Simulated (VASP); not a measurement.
# Hg (Fd-3m) in VASP: further runs, part 2 of 2

VASP 6.6.1.

**3. Single point, LDA**

The input, INCAR:

```
SYSTEM = Hg
PREC     = Accurate       ! precision mode
ENCUT    = 520            ! plane-wave cutoff, eV
EDIFF    = 1E-6           ! SCF threshold, eV
ISMEAR   = -1             ! smearing method
SIGMA    = 0.1            ! smearing width, eV
LREAL    = .False.        ! projectors in reciprocal space
LASPH    = .True.         ! aspherical terms in the spheres
NELM     = 60             ! most SCF steps
ALGO     = Normal         ! electronic algorithm
ISIF     = 2              ! what is computed and relaxed
LWAVE    = .False.        ! write WAVECAR
LCHARG   = .False.        ! write CHGCAR
NBANDS   = 19             ! bands
```

The input, KPOINTS:

```
Automatic mesh
0
Gamma
  11 11 11
  0 0 0
```

The input, POSCAR:

```
Hg
1.0
    0.0000000000      3.0235894027      3.0235894027
    3.0235894027      0.0000000000      3.0235894027
    3.0235894027      3.0235894027      0.0000000000
Hg
2
Direct
   -0.1250000000     -0.1250000000     -0.1250000000
    0.1250000000      0.1250000000      0.1250000000
```

Potentials or basis: VASP PAW LDA potentials, release 64 (Hg).

The run is started by

```
> cat potpaw_LDA.64/Hg/POTCAR > POTCAR
> mpirun -np 1 vasp_std > vasp.out
```

OUTCAR:

```text
SYSTEM = Hg
   PREC = Accurate
   ENCUT = 520
   EDIFF = 1E-6
   ISMEAR = -1
   LREAL = .False.
   LASPH = .True.
   NELM = 60
   ISIF = 2

 ion  position               nearest neighbor table
   1  0.875  0.875  0.875-   2 2.62   2 2.62   2 2.62   2 2.62
   2  0.125  0.125  0.125-   1 2.62   1 2.62   1 2.62   1 2.62

  LATTYP: Found a face centered cubic cell.
 ALAT       =     6.0471788054

  Lattice vectors:

 A1 = (   0.0000000000,   3.0235894027,   3.0235894027)
 A2 = (   3.0235894027,   0.0000000000,   3.0235894027)
 A3 = (   3.0235894027,   3.0235894027,   0.0000000000)

Analysis of symmetry for initial positions (statically):
=====================================================================
 Subroutine PRICEL returns:
 Original cell was already a primitive cell.

 Routine SETGRP: Setting up the symmetry group for a
 face centered cubic supercell.

 Subroutine GETGRP returns: Found 48 space group operations
 (whereof 12 operations were pure point group operations)
 out of a pool of 48 trial point group operations.

The static configuration has the point symmetry D_3d.
 The point group associated with its full space group is O_h .

Analysis of symmetry for dynamics (positions and initial velocities):
=====================================================================
 Subroutine PRICEL returns:
 Original cell was already a primitive cell.

 Routine SETGRP: Setting up the symmetry group for a
 face centered cubic supercell.

 Subroutine GETGRP returns: Found 48 space group operations
 (whereof 12 operations were pure point group operations)
 out of a pool of 48 trial point group operations.

The dynamic configuration has the point symmetry D_3d.
 The point group associated with its full space group is O_h .

 Subroutine INISYM returns: Found 48 space group operations
 (whereof 12 operations are pure point group operations),
 and found     1 'primitive' translations

[... 110 lines left out ...]
   EFERMI_NEDOS =   21; number of points for ismear=-14 and -15
   IALGO  =     38    algorithm
   IMIX   =      4    mixing-type and parameters
     AMIX     =   0.40;   BMIX     =  1.00
     AMIX_MAG =   1.60;   BMIX_MAG =  1.00
  volume/ion in A,a.u.               =      27.64       186.54
  Fermi-wavevector in a.u.,A,eV,Ry     =   1.239593  2.342491 20.906586  1.536591
  Thomas-Fermi vector in A             =   2.374070
   LORBIT       =      0    0 simple, 1 ext, 2 COOP (PROOUT), +10 PAW based schemes
   GGA     = CA    functional components
   LHFCALC =     F    Hartree Fock is set to
   AEXX    =    0.0000 exact exchange contribution
   IVDW    =     0    specifies the selected vdW correction
   LEPSILON=     F    determine dielectric tensor
   LRPA    =     F    only Hartree local field effects (RPA)
 non-spin polarized calculation
  energy-cutoff  :      520.00
  volume of cell :       55.28
 maximum number of plane-waves:      1505
   NGX = 15   NGY = 15   NGZ = 15

 number of electron      24.0000003 magnetization

 Free energy of the ion-electron system (eV)
  ---------------------------------------------------
  ext. energy  EPLUGINS =         0.00000000
  ---------------------------------------------------
  free energy    TOTEN  =        -1.06216481 eV

  energy without entropy =       -1.03301428  energy(sigma->0) =       -1.04758955

 E-fermi :   1.8415     XC(G=0): -10.0665

 val. band max:        1.8231996948   @ k =  -0.2727   0.2727   0.0000
 cond. band min:       1.8551695194   @ k =  -0.3636   0.4545   0.1818
 fundamental gap:      0.0319698246
 Fermi energy:         1.8414721780

 k-point     1 :       0.0000    0.0000    0.0000
  band No.  band energies     occupation
      1      -7.2986      2.00000
      2      -6.7417      2.00000
      3      -6.7417      2.00000
      4      -6.7417      2.00000
      5      -6.6645      2.00000
      6      -6.6645      2.00000
[... 505 lines left out ...]
      6      -6.1545      2.00000
[... 11 lines left out ...]
     18      10.7644      0.00000
     19      12.4008      0.00000

 [... further k-points ...]

------------------------ aborting loop because EDIFF is reached ----------------------------------------

  FORCE on cell =-STRESS in cart. coord.  units (eV):
  Direction    XX          YY          ZZ          XY          YZ          ZX
  --------------------------------------------------------------------------------------
  -------------------------------------------------------------------------------------
  Total        3.6852143      3.6852143      3.6852143      0.0000000      0.0000000     -0.0000000
  in kB      106.8008937    106.8008937    106.8008937      0.0000000      0.0000000     -0.0000000
  external PRESSURE =     106.8008937 kB  Pullay stress =       0.0000000 kB

 VOLUME and BASIS-vectors are now :
 -----------------------------------------------------------------------------
  energy-cutoff  :      520.00
  volume of cell :       55.28
      direct lattice vectors                 reciprocal lattice vectors
     0.000000000  3.023589403  3.023589403    -0.165366369  0.165366369  0.165366369
     3.023589403  0.000000000  3.023589403     0.165366369 -0.165366369  0.165366369
     3.023589403  3.023589403  0.000000000     0.165366369  0.165366369 -0.165366369

 POSITION                                       TOTAL-FORCE (eV/Angst)
 -----------------------------------------------------------------------------------
      5.29128      5.29128      5.29128         0.000000      0.000000      0.000000
      0.75590      0.75590      0.75590        -0.000000     -0.000000     -0.000000
 -----------------------------------------------------------------------------------
    total drift:                                0.000000      0.000000     -0.000000

  FREE ENERGIE OF THE ION-ELECTRON SYSTEM (eV)
  ---------------------------------------------------
  free  energy   TOTEN  =        -1.0621648145 eV

  energy  without entropy=       -1.0330142767  energy(sigma->0) =       -1.04758955
```

OSZICAR:

```text
N       E                     dE             d eps       ncg     rms          rms(c)
DAV:   1     0.176982199793E+03    0.17698E+03   -0.12198E+04  2128   0.120E+03
DAV:   2     0.296675994266E+01   -0.17402E+03   -0.16689E+03  2225   0.312E+02
DAV:   3    -0.123852160140E+01   -0.42053E+01   -0.41933E+01  2511   0.538E+01
DAV:   4    -0.124724242289E+01   -0.87208E-02   -0.87199E-02  2351   0.243E+00
DAV:   5    -0.124726586814E+01   -0.23445E-04   -0.23445E-04  2384   0.114E-01    0.954E+00
DAV:   6    -0.109022482911E+01    0.15704E+00   -0.29885E-01  2481   0.559E+00    0.658E+00
DAV:   7    -0.106451399862E+01    0.25711E-01   -0.59806E-02  2378   0.189E+00    0.193E+00
DAV:   8    -0.106213431027E+01    0.23797E-02   -0.89631E-03  2251   0.115E+00    0.144E-01
DAV:   9    -0.106215730964E+01   -0.22999E-04   -0.37878E-05  2441   0.690E-02    0.303E-02
DAV:  10    -0.106216477631E+01   -0.74667E-05   -0.79525E-06  2309   0.250E-02    0.112E-02
DAV:  11    -0.106216481450E+01   -0.38195E-07   -0.16286E-06  1460   0.145E-02
   1 F= -.10621648E+01 E0= -.10475895E+01  d E =-.291505E-01
```

stdout:

```text
POSCAR found type information on POSCAR Hg
 POSCAR found :  1 types and       2 ions
 scaLAPACK will be used
 LDA part: xc-table for (Slater(with rela. corr.)+CA(PZ))
 , standard interpolation
 POSCAR, INCAR and KPOINTS ok, starting setup
 FFT: planning ... GRIDC
 FFT: planning ... GRID_SOFT
 FFT: planning ... GRID
 WAVECAR not read
 entering main loop
```

Wall time 14 s (1 thread of Intel Xeon 6975P-C (Granite Rapids), shared host); peak memory 0.18 GiB.

Results:

```
Free energy            : -1.0622 eV
Pressure               : 10.7 GPa
Band gap on the k mesh : zero (bands 12 and 13 overlap by 6.17 eV)
```

Caveat: the cell stands under pressure; spin-orbit coupling is left out, which moves the levels of the heavy elements.
